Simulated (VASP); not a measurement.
# Sn8O16F (a cell with a defect) in VASP: single point with PBE

Aim: the single point of Sn8O16F (a cell with a defect) with PBE.

Program: VASP 6.6.1. These are calculated values, not measurements. Logs are shortened: lines on timing, memory, paths and dates and some standing lists are left out, and cuts for length are marked.

### 1 The cell of the first run

The cell holds a defect, 25 atoms: a = 6.827 Å, b = 6.827 Å, c = 6.476 Å, α = 90.00°, β = 90.00°, γ = 90.00°.

### 2 Single point, PBE

The input, INCAR:

```
SYSTEM = Sn8O16F
PREC = Accurate
ENCUT = 520
EDIFF = 1E-6
ISMEAR = -1
SIGMA = 0.01
LREAL = Auto
LASPH = .True.
NELM = 80
ALGO = Normal
ISIF = 2
LWAVE = .False.
LCHARG = .False.
GGA = PE
NELECT = 216.0
NBANDS = 126
```

The input, KPOINTS:

```
Automatic mesh
0
Gamma
  2 2 2
  0.5 0.5 0.5
```

The input, POSCAR:

```
Sn8O16F
1.0
    4.8274600300      4.8274600300      0.0000000000
   -4.8274600300      4.8274600300      0.0000000000
    0.0000000000      0.0000000000      6.4759066800
Sn O F
8 16 1
Direct
    0.0024824700      0.5083800800      0.2482828500
    0.5075679300     -0.0131942900      0.2483038800
    0.0210564400      0.0142614500     -0.0000541400
    0.4892258700      0.4877281300      0.0000526400
    0.0020552500      0.5077043000      0.7527446000
    0.5073296500     -0.0128482800      0.7531613800
   -0.0012617600      0.0055415500      0.5002071500
    0.5096456900      0.4887217200      0.5002503300
   -0.0008434500      0.8174392000      0.2527710800
    0.5177054000      0.2958232000      0.2535888400
   -0.0203819100      0.2009285400      0.2591443600
    0.5117868400      0.6788821000      0.2545017900
    0.3252679300     -0.0777094900      0.0012790400
    0.8056423800      0.5002310800      0.0005768800
    0.1880692000      0.5733216800      0.0005276000
    0.7044204200     -0.0039064500      0.0006374400
   -0.0007291700      0.8169334500      0.7477709800
    0.5186442500      0.2960718400      0.7465613400
   -0.0255167700      0.2005901500      0.7403915700
    0.5120974700      0.6789698100      0.7461395500
    0.3090272400     -0.0002527600      0.5009366100
    0.8145565200      0.5136460000      0.5002119900
    0.1997996400      0.4967371700      0.5006906200
    0.6924674600     -0.0155594800      0.5002800500
    0.2374234000      0.2446653100     -0.0047082300
```

Potentials or basis: VASP PAW PBE potentials, release 64 (Sn_d, O, F).

Command:

```bash
$ cat potpaw_PBE.64/Sn_d/POTCAR potpaw_PBE.64/O/POTCAR potpaw_PBE.64/F/POTCAR > POTCAR
$ mpirun -np 1 vasp_std > vasp.out
```

OUTCAR:

```text
SYSTEM = Sn8O16F
   PREC = Accurate
   ENCUT = 520
   EDIFF = 1E-6
   ISMEAR = -1
   LREAL = Auto
   LASPH = .True.
   NELM = 80
   ISIF = 2
   GGA = PE
   NELECT = 216.0

 ion  position               nearest neighbor table
   1  0.002  0.508  0.248-  22 2.08  15 2.09  14 2.09  11 2.11   9 2.11  23 2.12   5 3.21   5 3.27
                             4 3.69   3 3.74   8 3.74
   2  0.508  0.987  0.248-  24 2.06  13 2.07  16 2.09  12 2.10  10 2.11  21 2.13   6 3.21   6 3.27
                             3 3.70   7 3.73
   3  0.021  0.014  1.000-  17 2.12   9 2.12  11 2.13  19 2.13  25 2.16  16 2.17  13 2.17   7 3.24
                             7 3.24   6 3.69   2 3.70   5 3.73   1 3.74
   4  0.489  0.488  0.000-  20 2.11  12 2.11  18 2.11  10 2.11  15 2.14  14 2.16  25 2.39   8 3.24
                             8 3.24   5 3.69   1 3.69
   5  0.002  0.508  0.753-  22 2.08  14 2.09  15 2.09  19 2.11  17 2.11  23 2.12   1 3.21   1 3.27
                             4 3.69   3 3.73   8 3.74
   6  0.507  0.987  0.753-  24 2.07  13 2.08  16 2.09  20 2.10  18 2.11  21 2.12   2 3.21   2 3.27
                             3 3.69   7 3.74
   7  0.999  0.006  0.500-   9 2.05  19 2.05  17 2.06  11 2.06  24 2.10  21 2.12   3 3.24   3 3.24
                             2 3.73   6 3.74
   8  0.510  0.489  0.500-  12 2.05  20 2.05  18 2.07  10 2.07  22 2.09  23 2.12   4 3.24   4 3.24
                             5 3.74   1 3.74
   9  0.999  0.817  0.253-   7 2.05   1 2.11   3 2.12
  10  0.518  0.296  0.254-   8 2.07   4 2.11   2 2.11
  11  0.980  0.201  0.259-   7 2.06   1 2.11   3 2.13
  12  0.512  0.679  0.255-   8 2.05   2 2.10   4 2.11
  13  0.325  0.922  0.001-   2 2.07   6 2.08   3 2.17
  14  0.806  0.500  0.001-   5 2.09   1 2.09   4 2.16
[... 8 lines left out ...]
  23  0.200  0.497  0.501-   8 2.12   5 2.12   1 2.12
  24  0.692  0.984  0.500-   2 2.06   6 2.07   7 2.10
  25  0.237  0.245  0.995-   3 2.16   4 2.39

  LATTYP: Found a simple tetragonal cell.
 ALAT       =     6.8270594462
 C/A-ratio  =     0.9485645659

  Lattice vectors:

 A1 = (   4.8274600300,   4.8274600300,   0.0000000000)
 A2 = (  -4.8274600300,   4.8274600300,   0.0000000000)
 A3 = (   0.0000000000,   0.0000000000,   6.4759066800)

Analysis of symmetry for initial positions (statically):
=====================================================================
 Subroutine PRICEL returns:
 Original cell was already a primitive cell.

 Routine SETGRP: Setting up the symmetry group for a
 simple tetragonal supercell.

 Subroutine GETGRP returns: Found  1 space group operations
 (whereof  1 operations were pure point group operations)
 out of a pool of 16 trial point group operations.

The static configuration has the point symmetry C_1 .

Analysis of symmetry for dynamics (positions and initial velocities):
=====================================================================
 Subroutine PRICEL returns:
 Original cell was already a primitive cell.

 Routine SETGRP: Setting up the symmetry group for a
 simple tetragonal supercell.

 Subroutine GETGRP returns: Found  1 space group operations
 (whereof  1 operations were pure point group operations)
 out of a pool of 16 trial point group operations.

The dynamic configuration has the point symmetry C_1 .

 Subroutine INISYM returns: Found  1 space group operations
 (whereof  1 operations are pure point group operations),
 and found     1 'primitive' translations

----------------------------------------------------------------------------------------

                                     Primitive cell

  volume of cell :     301.8339

  direct lattice vectors                    reciprocal lattice vectors
     4.827460030  4.827460030  0.000000000     0.103574136  0.103574136  0.000000000
    -4.827460030  4.827460030  0.000000000    -0.103574136  0.103574136  0.000000000
     0.000000000  0.000000000  6.475906680     0.000000000  0.000000000  0.154418532

  length of vectors
     6.827059446  6.827059446  6.475906680     0.146475947  0.146475947  0.154418532

  position of ions in fractional coordinates (direct lattice)
     0.002482470  0.508380080  0.248282850
     0.507567930  0.986805710  0.248303880
     0.021056440  0.014261450  0.999945860
     0.489225870  0.487728130  0.000052640
     0.002055250  0.507704300  0.752744600
     0.507329650  0.987151720  0.753161380
[... 17 lines left out ...]
     0.692467460  0.984440520  0.500280050
     0.237423400  0.244665310  0.995291770

  ion indices of the primitive-cell ions
   primitive index   ion index
                 1           1
                 2           2
                 3           3
                 4           4
                 5           5
                 6           6
[... 17 lines left out ...]
                24          24
                25          25

----------------------------------------------------------------------------------------

 KPOINTS: Automatic mesh

Automatic generation of k-mesh.
 Grid dimensions read from file:
 generate k-points for:    2    2    2

 Generating k-lattice:

  Cartesian coordinates                     Fractional coordinates (reciprocal lattice)
     0.051787068  0.051787068  0.000000000     0.500000000  0.000000000  0.000000000
    -0.051787068  0.051787068  0.000000000     0.000000000  0.500000000  0.000000000
     0.000000000  0.000000000  0.077209266     0.000000000  0.000000000  0.500000000

  Length of vectors
     0.073237974  0.073237974  0.077209266

  Shift w.r.t. Gamma in fractional coordinates (k-lattice)
     0.500000000  0.500000000  0.500000000

 Subroutine IBZKPT returns following result:
 ===========================================

 Found      4 irreducible k-points:

 Following reciprocal coordinates:
            Coordinates               Weight
  0.250000  0.250000  0.250000      2.000000
 -0.250000  0.250000  0.250000      2.000000
 -0.250000 -0.250000  0.250000      2.000000
  0.250000 -0.250000  0.250000      2.000000
   k-points           NKPTS =      4   k-points in BZ     NKDIM =      4   number of bands    NBANDS=    126
   number of dos      NEDOS =    301   number of ions     NIONS =     25
   total plane-waves  NPLWV = 139968
   dimension x,y,z NGX =    54 NGY =   54 NGZ =   48
   dimension x,y,z NGXF=   108 NGYF=  108 NGZF=   96
   ions per type =               8  16   1
   NGX,Y,Z   is equivalent  to a cutoff of  13.15, 13.15, 12.32 a.u.
   NGXF,Y,Z  is equivalent  to a cutoff of  26.30, 26.30, 24.64 a.u.
 SYSTEM =  Sn8O16F
   PREC   = accura    normal or accurate (medium, high low for compatibility)
   ISTART =      0    job   : 0-new  1-cont  2-samecut
   ICHARG =      2    charge: 1-file 2-atom 10-const
   ISPIN  =      1    spin polarized calculation?
   LNONCOLLINEAR =      F non collinear calculations
   LSORBIT =      F    spin-orbit coupling
   LASPH  =      T    aspherical Exc in radial PAW
   ENCUT  =  520.0 eV  38.22 Ry    6.18 a.u.  12.69 12.69 12.04*2*pi/ulx,y,z
   NELM   =     80;   NELMIN=  2; NELMDL= -5     # of ELM steps
   EDIFF  = 0.1E-05   stopping-criterion for ELM
   LREAL  =      T    real-space projection
   EDIFFG = 0.1E-04   stopping-criterion for IOM
   NSW    =      0    number of steps for IOM
   IBRION =     -1    ionic relax: 0-MD 1-quasi-New 2-CG
   NFREE  =      0    steps in history (QN), initial steepest desc. (CG)
   ISIF   =      2    stress and relaxation
   ISYM   =      2    0-nonsym 1-usesym 2-fastsym
   POTIM  = 0.5000    time-step for ionic-motion
   TEBEG  =    0.0;   TEEND  =   0.0 temperature during run
   PSTRESS=    0.0 pullay stress
   NELECT =     216.0000    total number of electrons
   NUPDOWN=      -1.0000    fix difference up-down
   EMIN   =  10.00;   EMAX   =-10.00  energy-range for DOS
   EFERMI =   0.00;   METHOD = LEGACY
   ISMEAR =    -1;   SIGMA  =   0.01  broadening in eV -4-tet -1-fermi 0-gaus
   EFERMI_NEDOS =   21; number of points for ismear=-14 and -15
   IALGO  =     38    algorithm
   IMIX   =      4    mixing-type and parameters
     AMIX     =   0.40;   BMIX     =  1.00
     AMIX_MAG =   1.60;   BMIX_MAG =  1.00
  volume/ion in A,a.u.               =      12.07        81.48
  Fermi-wavevector in a.u.,A,eV,Ry     =   1.464323  2.767168 29.174165  2.144241
  Thomas-Fermi vector in A             =   2.580312
   LORBIT       =      0    0 simple, 1 ext, 2 COOP (PROOUT), +10 PAW based schemes
   GGA     = PE    functional components
   LHFCALC =     F    Hartree Fock is set to
   AEXX    =    0.0000 exact exchange contribution
   IVDW    =     0    specifies the selected vdW correction
   LEPSILON=     F    determine dielectric tensor
   LRPA    =     F    only Hartree local field effects (RPA)
 non-spin polarized calculation
  energy-cutoff  :      520.00
  volume of cell :      301.83
 maximum number of plane-waves:      8114
 NGX is ok and might be reduce to    50
   NGX = 25   NGY = 25   NGZ = 25

 number of electron     216.0000008 magnetization

 Free energy of the ion-electron system (eV)
  ---------------------------------------------------
  ext. energy  EPLUGINS =         0.00000000
  ---------------------------------------------------
  free energy    TOTEN  =      -143.49386955 eV

  energy without entropy =     -143.49386955  energy(sigma->0) =     -143.49386955

 E-fermi :   6.5076     XC(G=0): -11.2081

 val. band max:        6.2164429797   @ k =  -0.2500   0.2500   0.2500
 cond. band min:       8.3165413619   @ k =  -0.2500   0.2500   0.2500
 fundamental gap:      2.1000983822
 Fermi energy:         6.5075707533

 k-point     1 :       0.2500    0.2500    0.2500
  band No.  band energies     occupation
      1     -15.7949      2.00000
      2     -15.2089      2.00000
      3     -15.2002      2.00000
      4     -15.1584      2.00000
      5     -15.1285      2.00000
      6     -15.1113      2.00000
[... 112 lines left out ...]
    119      13.0456      0.00000
    120      13.5926      0.00000

 k-point     2 :      -0.2500    0.2500    0.2500
  band No.  band energies     occupation
      1     -15.7951      2.00000
      2     -15.2104      2.00000
      3     -15.2026      2.00000
      4     -15.1477      2.00000
      5     -15.1323      2.00000
      6     -15.1109      2.00000
[... 112 lines left out ...]
    119      13.1659      0.00000
    120      13.4696      0.00000

 k-point     3 :      -0.2500   -0.2500    0.2500
  band No.  band energies     occupation
      1     -15.7949      2.00000
      2     -15.2094      2.00000
      3     -15.1996      2.00000
      4     -15.1588      2.00000
      5     -15.1281      2.00000
      6     -15.1104      2.00000
[... 112 lines left out ...]
    119      13.0461      0.00000
    120      13.5957      0.00000

 k-point     4 :       0.2500   -0.2500    0.2500
  band No.  band energies     occupation
      1     -15.7952      2.00000
      2     -15.2117      2.00000
      3     -15.2017      2.00000
      4     -15.1472      2.00000
      5     -15.1325      2.00000
      6     -15.1106      2.00000
[... 112 lines left out ...]
    119      13.1670      0.00000
    120      13.4702      0.00000
 [bands above 120 left out]

------------------------ aborting loop because EDIFF is reached ----------------------------------------

  FORCE on cell =-STRESS in cart. coord.  units (eV):
  Direction    XX          YY          ZZ          XY          YZ          ZX
  --------------------------------------------------------------------------------------
  -------------------------------------------------------------------------------------
  Total       20.5740044     16.0579303     17.3827858     -2.7532303      0.0286243      0.0085416
  in kB      109.2097617     85.2377939     92.2703163    -14.6145405      0.1519421      0.0453399
  external PRESSURE =      95.5726240 kB  Pullay stress =       0.0000000 kB

 VOLUME and BASIS-vectors are now :
 -----------------------------------------------------------------------------
  energy-cutoff  :      520.00
  volume of cell :      301.83
      direct lattice vectors                 reciprocal lattice vectors
     4.827460030  4.827460030  0.000000000     0.103574136  0.103574136  0.000000000
    -4.827460030  4.827460030  0.000000000    -0.103574136  0.103574136  0.000000000
     0.000000000  0.000000000  6.475906680     0.000000000  0.000000000  0.154418532

 POSITION                                       TOTAL-FORCE (eV/Angst)
 -----------------------------------------------------------------------------------
     -2.44220      2.46617      1.60786        -0.026985      0.003759     -0.039325
     -2.31350      7.21403      1.60799         0.009063     -0.020947     -0.025550
      0.03280      0.17050      6.47556        -0.007003     -0.046705     -0.009922
      0.00723      4.71621      0.00034        -0.012686     -0.005073      0.013853
     -2.44100      2.46084      4.87470        -0.007122      0.012819      0.038471
     -2.31632      7.21455      4.87740         0.023545     -0.010179      0.030601
[... 17 lines left out ...]
     -1.40949      8.09521      3.23977        -0.009064      0.001661      0.009961
     -0.03496      2.32726      6.44542         0.017503      0.043714     -0.012869
 -----------------------------------------------------------------------------------
    total drift:                                0.003507      0.004064     -0.008137

  FREE ENERGIE OF THE ION-ELECTRON SYSTEM (eV)
  ---------------------------------------------------
  free  energy   TOTEN  =      -143.4938695458 eV

  energy  without entropy=     -143.4938695458  energy(sigma->0) =     -143.49386955
```

Wall time 3 min (1 thread of Intel Xeon Platinum 8488C (Sapphire Rapids), shared host); peak memory 0.4 GiB.

Results:

- Free energy: -143.4939 eV
- Largest force: 0.067 eV/Å

Forces on the atoms (eV/Å):
```
Sn  -0.027  0.004 -0.039
Sn   0.009 -0.021 -0.026
Sn  -0.007 -0.047 -0.010
Sn  -0.013 -0.005  0.014
Sn  -0.007  0.013  0.038
Sn   0.024 -0.010  0.031
Sn   0.003  0.050  0.001
Sn  -0.013 -0.035 -0.018
O    0.018 -0.045 -0.015
O   -0.018 -0.021  0.003
O   -0.019 -0.011  0.015
O    0.008  0.017 -0.005
O   -0.032 -0.039 -0.016
O   -0.026 -0.037  0.011
O    0.045  0.046  0.018
O    0.027  0.043  0.004
O    0.005 -0.020  0.017
O    0.024  0.019 -0.030
O    0.004  0.010  0.006
O   -0.024  0.036  0.015
O   -0.017 -0.022 -0.004
O    0.024  0.009 -0.011
O    0.004  0.022  0.003
O   -0.009  0.002  0.010
F    0.018  0.044 -0.013
```

Caveat: the cell carries a net charge on a neutralising background, which shifts energy and pressure; the cell is charged against a uniform background, so pressure and absolute levels hang on convention; spin-orbit coupling is left out, which moves the levels of the heavy elements.
